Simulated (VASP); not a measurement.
# Ir (P6_3/mmc) in VASP: further runs

Runs on Ir. Level: PBE. Tasks: single point.

All numbers are computed with VASP 6.6.1; they aren't measurements. Logs are shortened: lines on timing, memory, paths and dates and some standing lists are left out, and cuts for length are marked.

## 1. The cell of the first run

Symmetry: P6_3/mmc, No. 194, hexagonal system. Conventional cell: a = 2.637 Å, b = 2.637 Å, c = 4.276 Å, α = 90.00°, β = 90.00°, γ = 120.00°. Within 3.5 Å of Ir (site symmetry -6m2) lie 12 Ir at 2.62 to 2.64 Å.

## 2. Single point, PBE

File INCAR:

```
ALGO = Normal
EDIFF = 1E-7
ENCUT = 520
GGA = PE
ISIF = 2
ISMEAR = -1
LASPH = T
LCHARG = F
LREAL = F
LWAVE = F
NBANDS = 16
NELM = 80
PREC = Accurate
SIGMA = 0.3
```

File KPOINTS:

```
k-points
0
Gamma
  10 10 5
```

File POSCAR:

```
Ir
1.0
    2.6366014367      0.0000000000      0.0000000000
   -1.3183007183      2.2833635906      0.0000000000
    0.0000000000      0.0000000000      4.2761409828
Ir
2
Direct
    0.6666666667      0.3333333333      0.7500000000
    0.3333333333      0.6666666667      0.2500000000
```

Potentials or basis: VASP PAW PBE potentials, release 64 (Ir).

On the command line:

```bash
$ cat potpaw_PBE.64/Ir/POTCAR > POTCAR
$ mpirun -np 1 vasp_std > vasp.out
```

OUTCAR:

```text
EDIFF = 1E-7
   ENCUT = 520
   GGA = PE
   ISIF = 2
   ISMEAR = -1
   LASPH = T
   LREAL = F
   NELM = 80
   PREC = Accurate

 ion  position               nearest neighbor table
   1  0.667  0.333  0.750-   2 2.62   2 2.62   2 2.62   2 2.62   2 2.62   2 2.62
   2  0.333  0.667  0.250-   1 2.62   1 2.62   1 2.62   1 2.62   1 2.62   1 2.62

  LATTYP: Found a hexagonal cell.
 ALAT       =     2.6366014367
 C/A-ratio  =     1.6218382207

  Lattice vectors:

 A1 = (   2.6366014367,   0.0000000000,   0.0000000000)
 A2 = (  -1.3183007183,   2.2833635906,   0.0000000000)
 A3 = (   0.0000000000,   0.0000000000,   4.2761409828)

Analysis of symmetry for initial positions (statically):
=====================================================================
 Subroutine PRICEL returns:
 Original cell was already a primitive cell.

 Routine SETGRP: Setting up the symmetry group for a
 hexagonal supercell.

 Subroutine GETGRP returns: Found 24 space group operations
 (whereof 12 operations were pure point group operations)
 out of a pool of 24 trial point group operations.

The static configuration has the point symmetry D_3d.
 The point group associated with its full space group is D_6h.

Analysis of symmetry for dynamics (positions and initial velocities):
=====================================================================
 Subroutine PRICEL returns:
 Original cell was already a primitive cell.

 Routine SETGRP: Setting up the symmetry group for a
 hexagonal supercell.

 Subroutine GETGRP returns: Found 24 space group operations
 (whereof 12 operations were pure point group operations)
 out of a pool of 24 trial point group operations.

The dynamic configuration has the point symmetry D_3d.
 The point group associated with its full space group is D_6h.

 Subroutine INISYM returns: Found 24 space group operations
 (whereof 12 operations are pure point group operations),
 and found     1 'primitive' translations

----------------------------------------------------------------------------------------

                                     Primitive cell

  volume of cell :      25.7437

  direct lattice vectors                    reciprocal lattice vectors
     2.636601437  0.000000000  0.000000000     0.379276134  0.218975200  0.000000000
    -1.318300718  2.283363591  0.000000000     0.000000000  0.437950401  0.000000000
     0.000000000  0.000000000  4.276140983     0.000000000  0.000000000  0.233855713

  length of vectors
     2.636601437  2.636601235  4.276140983     0.437950367  0.437950401  0.233855713

  position of ions in fractional coordinates (direct lattice)
     0.666666667  0.333333333  0.750000000
     0.333333333  0.666666667  0.250000000

  ion indices of the primitive-cell ions
   primitive index   ion index
                 1           1
                 2           2

----------------------------------------------------------------------------------------

 KPOINTS: k-points

Automatic generation of k-mesh.
 Grid dimensions read from file:
 generate k-points for:   10   10    5

 Generating k-lattice:

  Cartesian coordinates                     Fractional coordinates (reciprocal lattice)
     0.037927613  0.021897520  0.000000000     0.100000000 -0.000000000  0.000000000
     0.000000000  0.043795040  0.000000000     0.000000000  0.100000000  0.000000000
     0.000000000  0.000000000  0.046771143     0.000000000  0.000000000  0.200000000

  Length of vectors
     0.043795037  0.043795040  0.046771143

  Shift w.r.t. Gamma in fractional coordinates (k-lattice)
     0.000000000  0.000000000  0.000000000

 Subroutine IBZKPT returns following result:
 ===========================================

 Found     42 irreducible k-points:

 Following reciprocal coordinates:
            Coordinates               Weight
  0.000000  0.000000  0.000000      1.000000
  0.100000  0.000000  0.000000      6.000000
  0.200000  0.000000  0.000000      6.000000
  0.300000 -0.000000  0.000000      6.000000
  0.400000 -0.000000  0.000000      6.000000
  0.500000 -0.000000  0.000000      3.000000
[... 16 lines left out ...]
  0.300000  0.100000  0.200000     24.000000
  0.400000  0.100000  0.200000     24.000000
 [... further k-points ...]
   k-points           NKPTS =     42   k-points in BZ     NKDIM =     42   number of bands    NBANDS=     16
   number of dos      NEDOS =    301   number of ions     NIONS =      2
   total plane-waves  NPLWV =  12800
   dimension x,y,z NGX =    20 NGY =   20 NGZ =   32
   dimension x,y,z NGXF=    40 NGYF=   40 NGZF=   64
   ions per type =               2
   NGX,Y,Z   is equivalent  to a cutoff of  12.61, 12.61, 12.44 a.u.
   NGXF,Y,Z  is equivalent  to a cutoff of  25.22, 25.22, 24.88 a.u.
 SYSTEM =  unknown system
   PREC   = accura    normal or accurate (medium, high low for compatibility)
   ISTART =      0    job   : 0-new  1-cont  2-samecut
   ICHARG =      2    charge: 1-file 2-atom 10-const
   ISPIN  =      1    spin polarized calculation?
   LNONCOLLINEAR =      F non collinear calculations
   LSORBIT =      F    spin-orbit coupling
   LASPH  =      T    aspherical Exc in radial PAW
   ENCUT  =  520.0 eV  38.22 Ry    6.18 a.u.   4.90  4.90  7.95*2*pi/ulx,y,z
   NELM   =     80;   NELMIN=  2; NELMDL= -5     # of ELM steps
   EDIFF  = 0.1E-06   stopping-criterion for ELM
   LREAL  =      F    real-space projection
   EDIFFG = 0.1E-05   stopping-criterion for IOM
   NSW    =      0    number of steps for IOM
   IBRION =     -1    ionic relax: 0-MD 1-quasi-New 2-CG
   NFREE  =      0    steps in history (QN), initial steepest desc. (CG)
   ISIF   =      2    stress and relaxation
   ISYM   =      2    0-nonsym 1-usesym 2-fastsym
   POTIM  = 0.5000    time-step for ionic-motion
   TEBEG  =    0.0;   TEEND  =   0.0 temperature during run
   PSTRESS=    0.0 pullay stress
   NELECT =      18.0000    total number of electrons
   NUPDOWN=      -1.0000    fix difference up-down
   EMIN   =  10.00;   EMAX   =-10.00  energy-range for DOS
   EFERMI =   0.00;   METHOD = LEGACY
   ISMEAR =    -1;   SIGMA  =   0.30  broadening in eV -4-tet -1-fermi 0-gaus
   EFERMI_NEDOS =   21; number of points for ismear=-14 and -15
   IALGO  =     38    algorithm
   IMIX   =      4    mixing-type and parameters
     AMIX     =   0.40;   BMIX     =  1.00
     AMIX_MAG =   1.60;   BMIX_MAG =  1.00
  volume/ion in A,a.u.               =      12.87        86.86
  Fermi-wavevector in a.u.,A,eV,Ry     =   1.453032  2.745832 28.726003  2.111302
  Thomas-Fermi vector in A             =   2.570345
   LORBIT       =      0    0 simple, 1 ext, 2 COOP (PROOUT), +10 PAW based schemes
   GGA     = PE    functional components
   LHFCALC =     F    Hartree Fock is set to
   AEXX    =    0.0000 exact exchange contribution
   IVDW    =     0    specifies the selected vdW correction
   LEPSILON=     F    determine dielectric tensor
   LRPA    =     F    only Hartree local field effects (RPA)
 non-spin polarized calculation
  energy-cutoff  :      520.00
  volume of cell :       25.74
 maximum number of plane-waves:       706
 NGX is ok and might be reduce to    20
   NGX =  9   NGY =  9   NGZ = 15

 number of electron      18.0000001 magnetization

 Free energy of the ion-electron system (eV)
  ---------------------------------------------------
  ext. energy  EPLUGINS =         0.00000000
  ---------------------------------------------------
  free energy    TOTEN  =       -17.28119316 eV

  energy without entropy =      -16.69772920  energy(sigma->0) =      -16.98946118

 E-fermi :  12.2447     XC(G=0): -14.5541

 val. band max:       12.2437075196   @ k =   0.4000   0.2000   0.0000
 cond. band min:      12.2920425422   @ k =   0.4000   0.2000   0.2000
 fundamental gap:      0.0483350226
 Fermi energy:        12.2447346521

 k-point     1 :       0.0000    0.0000    0.0000
  band No.  band energies     occupation
      1      -0.0413      2.00000
      2       2.9888      2.00000
      3       7.7071      2.00000
      4       7.7996      2.00000
      5       7.7996      2.00000
      6       8.5767      1.99999
[... 8 lines left out ...]
     15      28.6023      0.00000
     16      29.9217      0.00000

 k-point     2 :       0.1000    0.0000    0.0000
  band No.  band energies     occupation
      1       0.3885      2.00000
      2       3.3689      2.00000
      3       7.1138      2.00000
      4       8.1763      2.00000
      5       8.2332      2.00000
      6       8.4160      1.99999
[... 8 lines left out ...]
     15      29.1608      0.00000
     16      30.6458      0.00000

 k-point     3 :       0.2000    0.0000    0.0000
  band No.  band energies     occupation
      1       1.5402      2.00000
      2       4.1652      2.00000
      3       6.5326      2.00000
      4       7.0909      2.00000
      5       7.7839      2.00000
      6       8.6448      1.99999
[... 8 lines left out ...]
     15      29.2162      0.00000
     16      30.7448      0.00000

 k-point     4 :       0.3000   -0.0000    0.0000
  band No.  band energies     occupation
      1       2.8983      2.00000
      2       4.2177      2.00000
      3       5.5808      2.00000
      4       6.8499      2.00000
      5       7.8287      2.00000
      6       8.0448      2.00000
[... 8 lines left out ...]
     15      27.4517      0.00000
     16      27.8377      0.00000
[... 324 lines left out ...]
 k-point    22 :       0.2000    0.1000    0.2000
  band No.  band energies     occupation
      1       2.8011      2.00000
      2       4.8728      2.00000
      3       5.7165      2.00000
      4       6.3379      2.00000
      5       7.3023      2.00000
      6       8.2214      2.00000
[... 8 lines left out ...]
     15      28.0757      0.00000
     16      29.1002      0.00000

 k-point    23 :       0.3000    0.1000    0.2000
  band No.  band energies     occupation
      1       3.5108      2.00000
      2       4.5159      2.00000
      3       5.2992      2.00000
      4       6.3047      2.00000
      5       7.6677      2.00000
      6       8.3657      2.00000
[... 8 lines left out ...]
     15      25.7795      0.00000
     16      27.6670      0.00000

 k-point    24 :       0.4000    0.1000    0.2000
  band No.  band energies     occupation
      1       3.4507      2.00000
      2       4.0967      2.00000
      3       5.4732      2.00000
      4       6.0808      2.00000
      5       7.4631      2.00000
      6       9.0692      1.99995
[... 8 lines left out ...]
     15      24.4080      0.00000
     16      26.9657      0.00000

 [... further k-points ...]
[... 5 lines left out ...]
  --------------------------------------------------------------------------------------
  -------------------------------------------------------------------------------------
  Total        9.9166148      9.9166127     10.3079146      0.0000000     -0.0000000      0.0000000
  in kB      617.1666539    617.1665278    641.5194437      0.0000000     -0.0000000      0.0000000
  external PRESSURE =     625.2842085 kB  Pullay stress =       0.0000000 kB

 VOLUME and BASIS-vectors are now :
 -----------------------------------------------------------------------------
  energy-cutoff  :      520.00
  volume of cell :       25.74
      direct lattice vectors                 reciprocal lattice vectors
     2.636601437  0.000000000  0.000000000     0.379276134  0.218975200  0.000000000
    -1.318300718  2.283363591  0.000000000     0.000000000  0.437950401  0.000000000
     0.000000000  0.000000000  4.276140983     0.000000000  0.000000000  0.233855713

 POSITION                                       TOTAL-FORCE (eV/Angst)
 -----------------------------------------------------------------------------------
      1.31830      0.76112      3.20711        -0.000000      0.000000      0.000000
     -0.00000      1.52224      1.06904         0.000000      0.000000      0.000000
 -----------------------------------------------------------------------------------
    total drift:                               -0.000000      0.000000     -0.000000

  FREE ENERGIE OF THE ION-ELECTRON SYSTEM (eV)
  ---------------------------------------------------
  free  energy   TOTEN  =       -17.2811931555 eV

  energy  without entropy=      -16.6977291968  energy(sigma->0) =      -16.98946118
```

Run time: 23 s. Hardware: 1 thread of Intel Xeon 6975P-C, shared host; peak memory 0.14 GiB.

What came out:

```yaml
Free_energy: -17.2812 eV
Pressure: 62.5 GPa
Band_gap_on_the_k_mesh: zero (band 9 reaches 13.48 eV, above the bottom of band 10 at 9.74 eV)
```

Stress tensor (GPa, compression positive):
```
61.72  0.00  0.00
 0.00 61.72  0.00
 0.00  0.00 64.15
```

Levels at points of the mesh, in eV from the Fermi level:
```csv
k point,band 5,band 6,band 7,band 8,band 9,band 10,band 11,band 12,band 13,band 14
"(0.00, 0.00, 0.00)",-4.45,-3.67,-3.67,-2.72,-2.72,-1.04,0.37,0.37,8.07,14.06
"(0.50, 0.00, 0.00)",-4.08,-3.89,-3.40,0.91,1.23,1.40,3.42,5.00,8.94,11.16
```

Caveat: spin-orbit coupling is left out, which moves the levels of the heavy elements.

## 3. Single point, PBE

This run uses another cell than the first one, of 13.46 Å³/atom, 1.045 times its volume.

File INCAR:

```
PREC = Accurate
ENCUT = 520
EDIFF = 1E-6
ISMEAR = -1
SIGMA = 0.3
LREAL = False
LASPH = True
NELM = 100
ALGO = Normal
ISIF = 2
LWAVE = False
LCHARG = False
GGA = PE
NBANDS = 16
```

File KPOINTS:

```
regular mesh
0
Gamma
  10 10 5
```

File POSCAR:

```
Ir
1.0
    2.6759594995      0.0000000000      0.0000000000
   -1.3379797498      2.3174486693      0.0000000000
    0.0000000000      0.0000000000      4.3399733933
Ir
2
Direct
    0.6666666667      0.3333333333      0.7500000000
    0.3333333333      0.6666666667      0.2500000000
```

Potentials or basis: VASP PAW PBE potentials, release 64 (Ir).

On the command line:

```bash
$ cat potpaw_PBE.64/Ir/POTCAR > POTCAR
$ mpirun -np 1 vasp_std > vasp.out
```

Run time: 26 s. Hardware: 1 thread of Intel Xeon 6975P-C, shared host; peak memory 0.14 GiB.

Results (log left out):

```
Free energy            : -17.6427 eV
Pressure               : 37.3 GPa
Band gap on the k mesh : zero (band 9 reaches 12.54 eV, above the bottom of band 10 at 9.07 eV)
```

Stress tensor (GPa, compression positive):
```
36.86  0.00  0.00
 0.00 36.86  0.00
 0.00  0.00 38.33
```

Levels at points of the mesh, in eV from the Fermi level:
```tsv
k point	band 7	band 8	band 9	band 10	band 11	band 12
(0.00, 0.00, 0.00)	-3.41	-2.53	-2.53	-0.92	0.35	0.35
(0.50, 0.00, 0.00)	-3.18	0.84	1.14	1.30	3.22	4.75
```

Caveat: spin-orbit coupling is left out, which moves the levels of the heavy elements.

## 4. Single point, PBE

This run uses another cell than the first one, of 14.04 Å³/atom, 1.091 times its volume.

File INCAR:

```
  PREC = Accurate
  ENCUT = 520
  EDIFF = 1E-7
  ISMEAR = -1
  SIGMA = 0.3
  LREAL = False
  LASPH = True
  NELM = 80
  ALGO = Normal
  ISIF = 2
  LWAVE = False
  LCHARG = False
  GGA = PE
  NBANDS = 16
```

File KPOINTS:

```
Automatic mesh
0
Gamma
  10 10 5
```

File POSCAR:

```
Ir
1.0
    2.7141926579      0.0000000000      0.0000000000
   -1.3570963289      2.3505595523      0.0000000000
    0.0000000000      0.0000000000      4.4019813909
Ir
2
Direct
    0.6666666667      0.3333333333      0.7500000000
    0.3333333333      0.6666666667      0.2500000000
```

On the command line:

```bash
$ cat potpaw_PBE.64/Ir/POTCAR > POTCAR
$ mpirun -np 1 vasp_std > vasp.out
```

Wall time 30 s (1 thread of Intel Xeon 6975P-C, shared host); peak memory 0.15 GiB.

It converged, with:

| Property | Result |
| --- | --- |
| Free energy | -17.8410 eV |
| Pressure | 17.6 GPa |
| Band gap on the k mesh | zero (band 9 reaches 11.68 eV, above the bottom of band 10 at 8.45 eV) |

Stress tensor (GPa, compression positive):
```
17.37  0.00  0.00
 0.00 17.37  0.00
 0.00  0.00 18.10
```

Levels at points of the mesh, in eV from the Fermi level:
```csv
k point,band 7,band 8,band 9,band 10,band 11,band 12
"(0.00, 0.00, 0.00)",-3.19,-2.36,-2.36,-0.80,0.34,0.34
"(0.50, 0.00, 0.00)",-2.98,0.78,1.06,1.21,3.05,4.52
```

Caveat: spin-orbit coupling is left out, which moves the levels of the heavy elements.

(Part 1 of 2 ends here.)
